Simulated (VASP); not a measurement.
# Hf (P6_3/mmc) in VASP: settings compared, part 2 of 2

VASP 6.6.1.

## (3) Single point, r2SCAN+rVV10

Input file POSCAR:

```
Hf
1.0
    3.1967000000      0.0000000000      0.0000000000
   -1.5983500000      2.7684234083      0.0000000000
    0.0000000000      0.0000000000      5.0578000000
Hf
2
Direct
    0.6666666667      0.3333333333      0.7500000000
    0.3333333333      0.6666666667      0.2500000000
```

Input file INCAR.step1:

```
ALGO = Normal ; EDIFF = 1E-4
ENCUT = 520 ; GGA = PE
ISMEAR = -1 ; ISYM = 0
LASPH = T ; LCHARG = F
LREAL = F ; LWAVE = T
NBANDS = 17 ; NELM = 60
PREC = Accurate ; SIGMA = 0.025
```

Input file INCAR.step2:

```
ALGO = Normal ; BPARAM = 11.95
CPARAM = 0.0093 ; EDIFF = 1E-7
ENCUT = 520 ; ISIF = 2
ISMEAR = -1 ; ISTART = 1
ISYM = 0 ; IVDW_NL = 2
LASPH = T ; LCHARG = T
LELF = T ; LMIXTAU = T
LREAL = F ; LUSE_VDW = T
LVHAR = T ; LWAVE = F
METAGGA = R2SCAN ; NBANDS = 17
NELM = 60 ; PREC = Accurate
SIGMA = 0.025
```

Input file KPOINTS:

```
Automatic mesh
0
Gamma
  10 10 5
  0.5 0.5 0.5
```

Potentials or basis: VASP PAW PBE potentials, release 64 (Hf_pv).

Started as:

```console
cat potpaw_PBE.64/Hf_pv/POTCAR > POTCAR
cp INCAR.step1 INCAR
mpirun -np 1 vasp_std > vasp.out
cp INCAR.step2 INCAR
mpirun -np 1 vasp_std > vasp.out
```

OUTCAR:

```text
BPARAM = 11.95
   EDIFF = 1E-7
   ENCUT = 520
   ISIF = 2
   ISMEAR = -1
   ISTART = 1
   ISYM = 0
   IVDW_NL = 2
   LASPH = T
   LREAL = F
   METAGGA = R2SCAN
   NELM = 60
   PREC = Accurate

 ion  position               nearest neighbor table
   1  0.667  0.333  0.750-   2 3.13   2 3.13   2 3.13   2 3.13   2 3.13   2 3.13
   2  0.333  0.667  0.250-   1 3.13   1 3.13   1 3.13   1 3.13   1 3.13   1 3.13

IMPORTANT INFORMATION: All symmetrisations will be switched off!
NOSYMM: (Re-)initialisation of all symmetry stuff for point group C_1.

----------------------------------------------------------------------------------------

                                     Primitive cell

  volume of cell :      44.7606

  direct lattice vectors                    reciprocal lattice vectors
     3.196700000  0.000000000  0.000000000     0.312822598  0.180608211  0.000000000
    -1.598350000  2.768423408  0.000000000     0.000000000  0.361216423  0.000000000
     0.000000000  0.000000000  5.057800000     0.000000000  0.000000000  0.197714421

  length of vectors
     3.196700000  3.196700000  5.057800000     0.361216423  0.361216423  0.197714421

  position of ions in fractional coordinates (direct lattice)
     0.666666667  0.333333333  0.750000000
     0.333333333  0.666666667  0.250000000

  ion indices of the primitive-cell ions
   primitive index   ion index
                 1           1
                 2           2

----------------------------------------------------------------------------------------

 KPOINTS: Automatic mesh

Automatic generation of k-mesh.
 Grid dimensions read from file:
 generate k-points for:   10   10    5

 Generating k-lattice:

  Cartesian coordinates                     Fractional coordinates (reciprocal lattice)
     0.031282260  0.018060821  0.000000000     0.100000000 -0.000000000  0.000000000
     0.000000000  0.036121642  0.000000000     0.000000000  0.100000000  0.000000000
     0.000000000  0.000000000  0.039542884     0.000000000  0.000000000  0.200000000

  Length of vectors
     0.036121642  0.036121642  0.039542884

  Shift w.r.t. Gamma in fractional coordinates (k-lattice)
     0.500000000  0.500000000  0.500000000

 Subroutine IBZKPT returns following result:
 ===========================================

 Found    750 irreducible k-points:

 Following reciprocal coordinates:
            Coordinates               Weight
  0.050000  0.050000  0.100000      2.000000
 -0.050000  0.100000  0.100000      2.000000
 -0.100000  0.050000  0.100000      2.000000
 -0.050000 -0.050000  0.100000      2.000000
  0.050000 -0.100000  0.100000      2.000000
  0.100000 -0.050000  0.100000      2.000000
[... 16 lines left out ...]
  0.050000 -0.300000  0.100000      2.000000
  0.300000 -0.250000  0.100000      2.000000
 [... further k-points ...]
   k-points           NKPTS =    750   k-points in BZ     NKDIM =    750   number of bands    NBANDS=     17
   number of dos      NEDOS =    301   number of ions     NIONS =      2
   total plane-waves  NPLWV =  23040
   dimension x,y,z NGX =    24 NGY =   24 NGZ =   40
   dimension x,y,z NGXF=    48 NGYF=   48 NGZF=   80
   ions per type =               2
   NGX,Y,Z   is equivalent  to a cutoff of  12.48, 12.48, 13.15 a.u.
   NGXF,Y,Z  is equivalent  to a cutoff of  24.96, 24.96, 26.30 a.u.
 SYSTEM =  unknown system
   PREC   = accura    normal or accurate (medium, high low for compatibility)
   ISTART =      1    job   : 0-new  1-cont  2-samecut
   ICHARG =      0    charge: 1-file 2-atom 10-const
   ISPIN  =      1    spin polarized calculation?
   LNONCOLLINEAR =      F non collinear calculations
   LSORBIT =      F    spin-orbit coupling
   LASPH  =      T    aspherical Exc in radial PAW
   ENCUT  =  520.0 eV  38.22 Ry    6.18 a.u.   5.94  5.94  9.40*2*pi/ulx,y,z
   NELM   =     60;   NELMIN=  2; NELMDL=  0     # of ELM steps
   EDIFF  = 0.1E-06   stopping-criterion for ELM
   LREAL  =      F    real-space projection
   EDIFFG = 0.1E-05   stopping-criterion for IOM
   NSW    =      0    number of steps for IOM
   IBRION =     -1    ionic relax: 0-MD 1-quasi-New 2-CG
   NFREE  =      0    steps in history (QN), initial steepest desc. (CG)
   ISIF   =      2    stress and relaxation
   ISYM   =      0    0-nonsym 1-usesym 2-fastsym
   POTIM  = 0.5000    time-step for ionic-motion
   TEBEG  =    0.0;   TEEND  =   0.0 temperature during run
   PSTRESS=    0.0 pullay stress
   NELECT =      20.0000    total number of electrons
   NUPDOWN=      -1.0000    fix difference up-down
   EMIN   =  10.00;   EMAX   =-10.00  energy-range for DOS
   EFERMI =   0.00;   METHOD = LEGACY
   ISMEAR =    -1;   SIGMA  =   0.03  broadening in eV -4-tet -1-fermi 0-gaus
   EFERMI_NEDOS =   21; number of points for ismear=-14 and -15
   IALGO  =     38    algorithm
   IMIX   =      4    mixing-type and parameters
     AMIX     =   0.40;   BMIX     =  1.00
     AMIX_MAG =   1.60;   BMIX_MAG =  1.00
  volume/ion in A,a.u.               =      22.38       151.03
  Fermi-wavevector in a.u.,A,eV,Ry     =   1.251563  2.365112 21.312311  1.566411
  Thomas-Fermi vector in A             =   2.385505
   LORBIT       =      0    0 simple, 1 ext, 2 COOP (PROOUT), +10 PAW based schemes
   METAGGA = R2SCAN    functional components
   LHFCALC =     F    Hartree Fock is set to
   AEXX    =    0.0000 exact exchange contribution
   IVDW_NL    =     2    kernel type
   BPARAM     =11.9500
   IVDW    =     0    specifies the selected vdW correction
   LEPSILON=     F    determine dielectric tensor
   LRPA    =     F    only Hartree local field effects (RPA)
 non-spin polarized calculation
  energy-cutoff  :      520.00
  volume of cell :       44.76
 maximum number of plane-waves:      1224
   NGX = 11   NGY = 11   NGZ = 19

 number of electron      20.0000004 magnetization

 Free energy of the ion-electron system (eV)
  ---------------------------------------------------
  ext. energy  EPLUGINS =         0.00000000
  ---------------------------------------------------
  free energy    TOTEN  =       -89.95243643 eV

  energy without entropy =      -89.95013067  energy(sigma->0) =      -89.95128355

 E-fermi :   4.8256     XC(G=0): -12.1701

 val. band max:        4.8122299687   @ k =   0.1000  -0.0500   0.1000
 cond. band min:       4.8431450828   @ k =  -0.2000  -0.2500   0.5000
 fundamental gap:      0.0309151140
 Fermi energy:         4.8255789347

 k-point     1 :       0.0500    0.0500    0.1000
  band No.  band energies     occupation
      1     -27.3667      2.00000
      2     -26.6740      2.00000
      3     -26.6494      2.00000
      4     -26.5722      2.00000
      5     -26.5244      2.00000
      6     -26.5174      2.00000
[... 9 lines left out ...]
     16       7.7340      0.00000
     17      10.6845      0.00000

 k-point     2 :      -0.0500    0.1000    0.1000
  band No.  band energies     occupation
      1     -27.3667      2.00000
      2     -26.6740      2.00000
      3     -26.6494      2.00000
      4     -26.5722      2.00000
      5     -26.5244      2.00000
      6     -26.5174      2.00000
[... 9 lines left out ...]
     16       7.7340      0.00000
     17      10.6845      0.00000

 k-point     3 :      -0.1000    0.0500    0.1000
  band No.  band energies     occupation
      1     -27.3667      2.00000
      2     -26.6740      2.00000
      3     -26.6494      2.00000
      4     -26.5722      2.00000
      5     -26.5244      2.00000
      6     -26.5174      2.00000
[... 392 lines left out ...]
 k-point    23 :       0.0500   -0.3000    0.1000
  band No.  band energies     occupation
      1     -27.2206      2.00000
      2     -26.9644      2.00000
      3     -26.8731      2.00000
      4     -26.7408      2.00000
      5     -26.6050      2.00000
      6     -26.5695      2.00000
[... 9 lines left out ...]
     16       9.0863      0.00000
     17      11.2784      0.00000

 k-point    24 :       0.3000   -0.2500    0.1000
  band No.  band energies     occupation
      1     -27.2206      2.00000
      2     -26.9644      2.00000
      3     -26.8731      2.00000
      4     -26.7408      2.00000
      5     -26.6050      2.00000
      6     -26.5695      2.00000
[... 9 lines left out ...]
     16       9.0863      0.00000
     17      11.2784      0.00000

 [... further k-points ...]

------------------------ aborting loop because EDIFF is reached ----------------------------------------

  FORCE on cell =-STRESS in cart. coord.  units (eV):
  Direction    XX          YY          ZZ          XY          YZ          ZX
  --------------------------------------------------------------------------------------
  -------------------------------------------------------------------------------------
  Total       -0.4119271     -0.4119222     -0.5128441      0.0000042      0.0000001      0.0000002
  in kB      -14.7446638    -14.7444902    -18.3569227      0.0001495      0.0000021      0.0000088
  external PRESSURE =     -15.9486922 kB  Pullay stress =       0.0000000 kB

 VOLUME and BASIS-vectors are now :
 -----------------------------------------------------------------------------
  energy-cutoff  :      520.00
  volume of cell :       44.76
      direct lattice vectors                 reciprocal lattice vectors
     3.196700000  0.000000000  0.000000000     0.312822598  0.180608211  0.000000000
    -1.598350000  2.768423408  0.000000000     0.000000000  0.361216423  0.000000000
     0.000000000  0.000000000  5.057800000     0.000000000  0.000000000  0.197714421

 POSITION                                       TOTAL-FORCE (eV/Angst)
 -----------------------------------------------------------------------------------
      1.59835      0.92281      3.79335         0.000002     -0.000001      0.000000
     -0.00000      1.84562      1.26445        -0.000002      0.000001     -0.000000
 -----------------------------------------------------------------------------------
    total drift:                                0.000001     -0.000000      0.000000

  FREE ENERGIE OF THE ION-ELECTRON SYSTEM (eV)
  ---------------------------------------------------
  free  energy   TOTEN  =       -89.9524364270 eV

  energy  without entropy=      -89.9501306653  energy(sigma->0) =      -89.95128355
```

Run time: 19 min. Hardware: 1 thread of AMD EPYC 9R45 (Zen 5), shared host; peak memory 0.63 GiB.

Results:

```yaml
Free_energy: -89.9524 eV
Pressure: -1.6 GPa
Band_gap_on_the_k_mesh: zero (bands 10 and 11 overlap by 1.44 eV)
```

Stress tensor (GPa, compression positive):
```
-1.47  0.00  0.00
 0.00 -1.47  0.00
 0.00  0.00 -1.84
```

Caveat: the PAW data sets were made with another functional, which shifts forces and pressure a little; spin-orbit coupling is left out, which moves the levels of the heavy elements.

## (4) Single point, LDA

This run uses another cell than the first one, of 20.79 Å³/atom.

Input file INCAR:

```
PREC = Accurate
ENCUT = 520
EDIFF = 1E-6
ISMEAR = -1
SIGMA = 0.05
LREAL = False
LASPH = True
NELM = 60
ALGO = Normal
ISIF = 2
LWAVE = False
LCHARG = True
GGA = CA
LELF = True
LVHAR = True
NBANDS = 17
```

Input file KPOINTS:

```
Automatic mesh
0
Gamma
  10 10 5
```

Input file POSCAR:

```
Hf
1.0
    3.1196544459      0.0000000000      0.0000000000
   -1.5598272229      2.7017000012      0.0000000000
    0.0000000000      0.0000000000      4.9340993392
Hf
2
Direct
    0.6666666667      0.3333333333      0.7500000000
    0.3333333333      0.6666666667      0.2500000000
```

Potentials or basis: VASP PAW LDA potentials, release 64 (Hf_pv).

Started as:

```console
cat potpaw_LDA.64/Hf_pv/POTCAR > POTCAR
mpirun -np 1 vasp_std > vasp.out
```

Run time: 23 s. Hardware: 1 thread of Intel Xeon Platinum 8488C (Sapphire Rapids), shared host; peak memory 0.16 GiB.

The run converged. Its results:

```
Free energy            : -21.4006 eV
Pressure               : 0.1 GPa
Band gap on the k mesh : zero (bands 10 and 11 overlap by 1.48 eV)
```

Levels at points of the mesh, in eV from the Fermi level:
| k point | band 8 | band 9 | band 10 | band 11 | band 12 | band 13 |
| --- | --- | --- | --- | --- | --- | --- |
| (0.00, 0.00, 0.00) | -3.92 | 1.11 | 1.14 | 1.14 | 1.45 | 2.04 |
| (0.50, 0.00, 0.00) | -3.02 | -2.45 | -0.55 | 0.71 | 0.99 | 1.82 |

Caveat: spin-orbit coupling is left out, which moves the levels of the heavy elements.

## (5) Overview

```tsv
level	potentials or basis	spin	cell	k mesh	smearing	gap on the mesh (eV)	pressure (GPa)
RPBE	VASP PAW PBE potentials, release 64 (Hf_pv)	non-collinear, zero start, SOC	a = 3.197, b = 3.197, c = 5.058 Å, angles 90.0, 90.0, 120.0°, 2 atoms	10 × 10 × 5	fermi-dirac 0.01 eV	-	2.6
r2SCAN+rVV10	VASP PAW PBE potentials, release 64 (Hf_pv)	off	a = 3.197, b = 3.197, c = 5.058 Å, angles 90.0, 90.0, 120.0°, 2 atoms	10 × 10 × 5, shifted	fermi-dirac 0.025 eV	none	-1.6
LDA	VASP PAW LDA potentials, release 64 (Hf_pv)	off	a = 3.120, b = 3.120, c = 4.934 Å, angles 90.0, 90.0, 120.0°, 2 atoms	10 × 10 × 5	fermi-dirac 0.05 eV	none	0.1
```

Alike in all rows: task single point; cutoff (eV) 520.

Caveats: the PAW data sets were made with another functional, which shifts forces and pressure a little (at least some runs); spin-orbit coupling is left out, which moves the levels of the heavy elements (at least some runs).

Total energies depend on the potentials used, so only differences within one code and one set of settings carry meaning.
